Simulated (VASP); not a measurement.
# Al8N7 (a cell with a defect) in VASP: single point with LDA

Aim: the single point of Al8N7 (a cell with a defect) with LDA.

All numbers are computed with VASP 6.6.1; they aren't measurements. Logs are shortened: lines on timing, memory, paths and dates and some standing lists are left out, and cuts for length are marked.

**1. The cell of the first run**

The cell holds a defect, 15 atoms: a = 5.672 Å, b = 5.672 Å, c = 5.672 Å, α = 60.00°, β = 60.00°, γ = 60.00°.

**2. Single point, LDA**

The input, INCAR:

```
SYSTEM = Al8N7
ALGO = Normal
EDIFF = 1E-6
ENCUT = 520
GGA = CA
ISIF = 2
ISMEAR = 0
LASPH = .TRUE.
LCHARG = .TRUE.
LELF = .TRUE.
LREAL = Auto
LVHAR = .TRUE.
LWAVE = .FALSE.
NBANDS = 42
NELECT = 56.0
NELM = 100
PREC = Accurate
SIGMA = 0.05
```

The input, KPOINTS:

```
k-points
0
G
  4 4 4
  0 0 0
```

The input, POSCAR:

```
Al8N7
1.0
   -4.0109247379      4.0109247379      0.0000000000
   -4.0109247379      0.0000000000      4.0109247379
    0.0000000000      4.0109247379      4.0109247379
Al N
8 7
Direct
    0.7500000000      0.7500000000      0.7500000000
    0.2500000000      0.7500000000      0.7500000000
    0.7500000000      0.2500000000      0.7500000000
    0.7500000000      0.7500000000      0.2500000000
    0.2500000000      0.2500000000      0.7500000000
    0.2500000000      0.7500000000      0.2500000000
    0.7500000000      0.2500000000      0.2500000000
    0.2500000000      0.2500000000      0.2500000000
    0.5000000000      1.0000000000      0.5000000000
    1.0000000000      0.5000000000      0.5000000000
    1.0000000000      1.0000000000      0.0000000000
    0.5000000000      0.5000000000      0.5000000000
    0.5000000000      1.0000000000      0.0000000000
    1.0000000000      0.5000000000      0.0000000000
    0.5000000000      0.5000000000      0.0000000000
```

Potentials or basis: VASP PAW LDA potentials, release 64 (Al, N).

Run with:

```sh
cat potpaw_LDA.64/Al/POTCAR potpaw_LDA.64/N/POTCAR > POTCAR
mpirun -np 1 vasp_std > vasp.out
```

OUTCAR:

```text
SYSTEM = Al8N7
   EDIFF = 1E-6
   ENCUT = 520
   GGA = CA
   ISIF = 2
   ISMEAR = 0
   LASPH = .TRUE.
   LREAL = Auto
   NELECT = 56.0
   NELM = 100
   PREC = Accurate

 ion  position               nearest neighbor table
   1  0.750  0.750  0.750-   9 2.01  10 2.01  13 2.01  14 2.01  15 2.01   4 2.84   2 2.84   3 2.84
                             4 2.84   6 2.84   7 2.84   3 2.84   5 2.84   7 2.84   2 2.84   5 2.84
   2  0.250  0.750  0.750-   9 2.01  11 2.01  12 2.01  14 2.01  15 2.01   6 2.84   1 2.84   5 2.84
                             4 2.84   6 2.84   8 2.84   3 2.84   5 2.84   8 2.84   1 2.84   3 2.84
   3  0.750  0.250  0.750-  10 2.01  11 2.01  12 2.01  13 2.01  15 2.01   7 2.84   1 2.84   5 2.84
                             4 2.84   7 2.84   8 2.84   1 2.84   2 2.84   4 2.84   2 2.84   5 2.84
   4  0.750  0.750  0.250-   9 2.01  10 2.01  11 2.01  12 2.01  13 2.01  14 2.01   1 2.84   6 2.84
                             7 2.84   1 2.84   2 2.84   3 2.84   3 2.84   7 2.84   8 2.84   2 2.84
   5  0.250  0.250  0.750-   9 2.01  10 2.01  11 2.01  12 2.01  13 2.01  14 2.01   2 2.84   3 2.84
                             8 2.84   6 2.84   7 2.84   8 2.84   1 2.84   2 2.84   6 2.84   1 2.84
   6  0.250  0.750  0.250-  10 2.01  11 2.01  12 2.01  13 2.01  15 2.01   8 2.84   2 2.84   4 2.84
                             1 2.84   2 2.84   5 2.84   5 2.84   7 2.84   8 2.84   1 2.84   4 2.84
   7  0.750  0.250  0.250-   9 2.01  11 2.01  12 2.01  14 2.01  15 2.01   8 2.84   3 2.84   4 2.84
                             1 2.84   3 2.84   5 2.84   1 2.84   4 2.84   6 2.84   5 2.84   6 2.84
   8  0.250  0.250  0.250-   9 2.01  10 2.01  13 2.01  14 2.01  15 2.01   7 2.84   5 2.84   6 2.84
                             2 2.84   3 2.84   5 2.84   2 2.84   4 2.84   6 2.84   3 2.84   4 2.84
   9  0.500  0.000  0.500-   1 2.01   2 2.01   4 2.01   5 2.01   7 2.01   8 2.01
  10  0.000  0.500  0.500-   1 2.01   3 2.01   4 2.01   5 2.01   6 2.01   8 2.01
  11  0.000  0.000  0.000-   2 2.01   3 2.01   4 2.01   5 2.01   6 2.01   7 2.01
  12  0.500  0.500  0.500-   2 2.01   3 2.01   4 2.01   5 2.01   6 2.01   7 2.01
  13  0.500  0.000  0.000-   1 2.01   3 2.01   4 2.01   5 2.01   6 2.01   8 2.01
  14  0.000  0.500  0.000-   1 2.01   2 2.01   4 2.01   5 2.01   7 2.01   8 2.01
  15  0.500  0.500  0.000-   1 2.01   2 2.01   3 2.01   6 2.01   7 2.01   8 2.01

  LATTYP: Found a face centered cubic cell.
 ALAT       =     8.0218494758

  Lattice vectors:

 A1 = (  -4.0109247379,   4.0109247379,   0.0000000000)
 A2 = (  -4.0109247379,   0.0000000000,   4.0109247379)
 A3 = (   0.0000000000,   4.0109247379,   4.0109247379)

Analysis of symmetry for initial positions (statically):
=====================================================================
 Subroutine PRICEL returns:
 Original cell was already a primitive cell.

 Routine SETGRP: Setting up the symmetry group for a
 face centered cubic supercell.
[... 153 lines left out ...]
  Thomas-Fermi vector in A             =   2.373898
   LORBIT       =      0    0 simple, 1 ext, 2 COOP (PROOUT), +10 PAW based schemes
   GGA     = CA    functional components
   LHFCALC =     F    Hartree Fock is set to
   AEXX    =    0.0000 exact exchange contribution
   IVDW    =     0    specifies the selected vdW correction
   LEPSILON=     F    determine dielectric tensor
   LRPA    =     F    only Hartree local field effects (RPA)
 non-spin polarized calculation
 Gauss-broadening in eV      SIGMA  =   0.05
  energy-cutoff  :      520.00
  volume of cell :      129.05
 maximum number of plane-waves:      3511
   NGX = 21   NGY = 21   NGZ = 21

 number of electron      55.9999990 magnetization

 Free energy of the ion-electron system (eV)
  ---------------------------------------------------
  ext. energy  EPLUGINS =         0.00000000
  ---------------------------------------------------
  free energy    TOTEN  =      -145.95894175 eV

  energy without entropy =     -145.94958970  energy(sigma->0) =     -145.95426573

 E-fermi :   8.9997     XC(G=0): -12.1707

 val. band max:        8.8852223328   @ k =   0.2500   0.2500   0.0000
 cond. band min:       8.9997839249   @ k =   0.5000   0.0000   0.0000
 fundamental gap:      0.1145615921
 Fermi energy:         8.9996833187

 k-point     1 :       0.0000    0.0000    0.0000
  band No.  band energies     occupation
      1      -7.5958      2.00000
      2      -4.5759      2.00000
      3      -4.5759      2.00000
      4      -4.5759      2.00000
      5      -3.8700      2.00000
      6      -3.5819      2.00000
[... 333 lines left out ...]
     39      18.7683      0.00000
     40      18.8163      0.00000
 [bands above 40 left out]

------------------------ aborting loop because EDIFF is reached ----------------------------------------

  FORCE on cell =-STRESS in cart. coord.  units (eV):
  Direction    XX          YY          ZZ          XY          YZ          ZX
  --------------------------------------------------------------------------------------
  -------------------------------------------------------------------------------------
  Total      -36.9419750    -36.9419750    -36.9419750     -0.0000000      0.0000000     -0.0000000
  in kB     -458.6349623   -458.6349623   -458.6349623     -0.0000000      0.0000000     -0.0000000
  external PRESSURE =    -458.6349623 kB  Pullay stress =       0.0000000 kB

 VOLUME and BASIS-vectors are now :
 -----------------------------------------------------------------------------
  energy-cutoff  :      520.00
  volume of cell :      129.05
      direct lattice vectors                 reciprocal lattice vectors
    -4.010924738  4.010924738  0.000000000    -0.124659532  0.124659532 -0.124659532
    -4.010924738  0.000000000  4.010924738    -0.124659532 -0.124659532  0.124659532
     0.000000000  4.010924738  4.010924738     0.124659532  0.124659532  0.124659532

 POSITION                                       TOTAL-FORCE (eV/Angst)
 -----------------------------------------------------------------------------------
     -6.01639      6.01639      6.01639         2.653444      0.000000     -0.000000
     -4.01092      4.01092      6.01639        -0.000000      2.653444     -0.000000
     -4.01092      6.01639      4.01092        -0.000000      0.000000      2.653444
     -6.01639      4.01092      4.01092         0.000000     -0.000000      0.000000
     -2.00546      4.01092      4.01092        -0.000000      0.000000      0.000000
     -4.01092      2.00546      4.01092        -0.000000      0.000000     -2.653444
     -4.01092      4.01092      2.00546        -0.000000     -2.653444     -0.000000
     -2.00546      2.00546      2.00546        -2.653444      0.000000     -0.000000
     -2.00546      4.01092      2.00546        -0.000000      0.000000     -0.000000
     -2.00546      2.00546      4.01092         0.000000     -0.000000     -0.000000
      0.00000      0.00000      0.00000        -0.000000      0.000000     -0.000000
     -4.01092      4.01092      4.01092         0.000000      0.000000      0.000000
     -2.00546      2.00546      0.00000        -0.000000     -0.000000      0.000000
     -2.00546      0.00000      2.00546        -0.000000      0.000000      0.000000
     -4.01092      2.00546      2.00546         0.000000      0.000000     -0.000000
 -----------------------------------------------------------------------------------
    total drift:                               -0.000000     -0.000000     -0.000000

  FREE ENERGIE OF THE ION-ELECTRON SYSTEM (eV)
  ---------------------------------------------------
  free  energy   TOTEN  =      -145.9589417527 eV

  energy  without entropy=     -145.9495896992  energy(sigma->0) =     -145.95426573
```

It took 98 s on 1 thread of Intel Xeon Platinum 8488C (Sapphire Rapids), shared host; peak memory 0.21 GiB.

Results:

* Free energy: -145.9589 eV
* Largest force: 2.653 eV/Å

Forces in eV/Å, atoms in the order of the input:
```
Al   2.653  0.000  0.000
Al   0.000  2.653  0.000
Al   0.000  0.000  2.653
Al   0.000  0.000  0.000
Al   0.000  0.000  0.000
Al   0.000  0.000 -2.653
Al   0.000 -2.653  0.000
Al  -2.653  0.000  0.000
N    0.000  0.000  0.000
N    0.000  0.000  0.000
N    0.000  0.000  0.000
N    0.000  0.000  0.000
N    0.000  0.000  0.000
N    0.000  0.000  0.000
N    0.000  0.000  0.000
```

Caveat: the cell carries a net charge on a neutralising background, which shifts energy and pressure; the cell differs from its parent crystal (atoms taken out, atom 9 moved 0.000 of the way to it and +0.000 Å across, host rigid); the cell is charged against a uniform background, so pressure and absolute levels hang on convention.
